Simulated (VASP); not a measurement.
Input of a VASP 6.6.1 run:

INCAR

```
  PREC = Accurate
  ENCUT = 520
  EDIFF = 1E-6
  ISMEAR = 0
  SIGMA = 0.1
  LREAL = False
  LASPH = True
  NELM = 150
  ALGO = Normal
  ISIF = 2
  LWAVE = False
  LCHARG = False
  ISPIN = 2
  MAGMOM = 1 0 0 0 0 0 0 0 0 0 0 0 0 0
  LORBIT = 11
  LMAXMIX = 4
  GGA = PE
  NBANDS = 55
```

File KPOINTS:

```
Automatic mesh
0
Gamma
  4 4 4
```

The input POSCAR:

```
TiPdC6N6
1.0
    0.0000000000      5.1380000000      5.1380000000
    5.1380000000      0.0000000000      5.1380000000
    5.1380000000      5.1380000000      0.0000000000
Ti Pd C N
1 1 6 6
Direct
    0.0000000000      0.0000000000      0.0000000000
    0.5000000000      0.5000000000      0.5000000000
    0.8114052200      0.1885947800      0.1885947800
    0.1885947800      0.8114052200      0.1885947800
    0.1885947800      0.1885947800      0.8114052200
    0.1885947800      0.8114052200      0.8114052200
    0.8114052200      0.1885947800      0.8114052200
    0.8114052200      0.8114052200      0.1885947800
    0.6975476800      0.3024523200      0.3024523200
    0.3024523200      0.6975476800      0.3024523200
    0.3024523200      0.3024523200      0.6975476800
    0.3024523200      0.6975476800      0.6975476800
    0.6975476800      0.3024523200      0.6975476800
    0.6975476800      0.6975476800      0.3024523200
```

Potentials or basis: VASP PAW PBE potentials, release 64 (Ti_sv, Pd, C, N).

Command:

```sh
$ cat potpaw_PBE.64/Ti_sv/POTCAR potpaw_PBE.64/Pd/POTCAR potpaw_PBE.64/C/POTCAR potpaw_PBE.64/N/POTCAR > POTCAR
$ mpirun -np 1 vasp_std > vasp.out
```

Question: What does it give for the largest force?

Answer: 3.282 eV/Å.

Question: What does it give for the site moments?

Answer: Ti +0.52; Pd -0.05; C -0.01; N +0.04 μB.

Question: What does it give for the net moment?

Answer: 0.96 μB per cell.

Forces on the atoms (eV/Å):
```
Ti   0.000  0.000  0.000
Pd   0.000  0.000  0.000
C    3.282  0.000  0.000
C    0.000  3.282  0.000
C    0.000  0.000  3.282
C   -3.282  0.000  0.000
C    0.000 -3.282  0.000
C    0.000  0.000 -3.282
N    0.221  0.000  0.000
N    0.000  0.221  0.000
N    0.000  0.000  0.221
N   -0.221  0.000  0.000
N    0.000 -0.221  0.000
N    0.000  0.000 -0.221
```

Caveat: forces of over 1 eV/Å act on the atoms, so gaps and moduli don't describe the material at rest.
